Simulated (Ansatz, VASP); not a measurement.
Two plane-wave programs on SeBr3O

Contents of INCAR:

```
ALGO = Normal
EDIFF = 1E-6
ENCUT = 520
GGA = PE
ISIF = 2
ISMEAR = 0
LASPH = T
LCHARG = F
LREAL = F
LWAVE = F
NBANDS = 44
NELM = 80
PREC = Accurate
SIGMA = 0.0682
```

KPOINTS

```
k-points
0
Gamma
  5 5 2
```

Contents of POSCAR:

```
SeBr3O
1.0
    0.0000000000      3.9327570000      0.0000000000
    8.5903960000     -1.9663780000      0.0000000000
    3.8070830000      0.0000000000     -8.6851440000
O Se Br
2 2 6
Direct
    0.7310000000      0.4620000000      0.5790000000
    0.2690000000      0.5380000000      0.4210000000
    0.1960000000      0.3920000000      0.6849000000
    0.8040000000      0.6080000000      0.3151000000
    0.3300000000      0.6600000000      0.7505000000
    0.6700000000      0.3400000000      0.2495000000
    0.6169000000      0.2338000000      0.9341000000
    0.3831000000      0.7662000000      0.0659000000
    0.0479000000      0.0958000000      0.6497000000
    0.9521000000      0.9042000000      0.3503000000
```

Input for Ansatz:

```yaml
crystal:
  lattice:
    - [0.0, 3.932757, 0.0]
    - [8.590396, -1.966378, 0.0]
    - [3.807083, 0.0, -8.685144]
  atoms:
    - { symbol: O, position: [0.731, 0.462, 0.579] }
    - { symbol: O, position: [0.269, 0.538, 0.421] }
    - { symbol: Se, position: [0.196, 0.392, 0.6849] }
    - { symbol: Se, position: [0.804, 0.608, 0.3151] }
    - { symbol: Br, position: [0.33, 0.66, 0.7505] }
    - { symbol: Br, position: [0.67, 0.34, 0.2495] }
    - { symbol: Br, position: [0.6169, 0.2338, 0.9341] }
    - { symbol: Br, position: [0.3831, 0.7662, 0.0659] }
    - { symbol: Br, position: [0.0479, 0.0958, 0.6497] }
    - { symbol: Br, position: [0.9521, 0.9042, 0.3503] }
  symmetry: { tolerance: 0.0003 }
kpoints:
  mp_grid: { grid: [5, 5, 2], shift: [0, 0, 0] }
magnetization:
  spin_polarized: false
scf:
  occupations: { method: gaussian, width: 0.0682 }
hamiltonian:
  pseudopotentials: { kind: paw }
  xc: pbe
basis:
  ecutwfc: 420
output:
  forces: true
  stress: true
  eigenvalues: true
```

Alike in both runs: task single point; functional PBE; k mesh 5 × 5 × 2; occupations gaussian, width 0.0682 eV; no spin polarisation.

|  | VASP | Ansatz |
| --- | --- | --- |
| version | VASP 6.6.1 | Ansatz 0.2.0 |
| potentials or method | VASP PAW PBE potentials, release 64 (O, Se, Br), cutoff 520 eV | PAW plane waves |
| valence electrons in the cell | 66 | 86 |

Ansatz gave:

| Property | Result |
| --- | --- |
| gap on the k mesh at the Fermi level (eV) | none |
| pressure (GPa) | -4.9 |
| traceless stress, the component that is largest in VASP (GPa) | 1.95 |
| rms of the force components (eV/Å) | 0.584 |

Problem. Estimate VASP's values.

Solution. gap on the k mesh at the Fermi level (eV): none; pressure (GPa): -4.9; traceless stress, the component that is largest in VASP (GPa): 1.93; rms of the force components (eV/Å): 0.581.

Atom by atom the forces differ by 0.003 eV/Å (rms over components). A gap of «none» marks a metal or a gap that the smearing closes. The functional is the same, so the differences come from potentials, cutoffs and numerics. VASP's potentials hold 66 valence electrons a cell and Ansatz's 86, so a difference there can come from the potentials and not from the codes.

The k mesh is coarse, so the values compare programs but aren't converged.
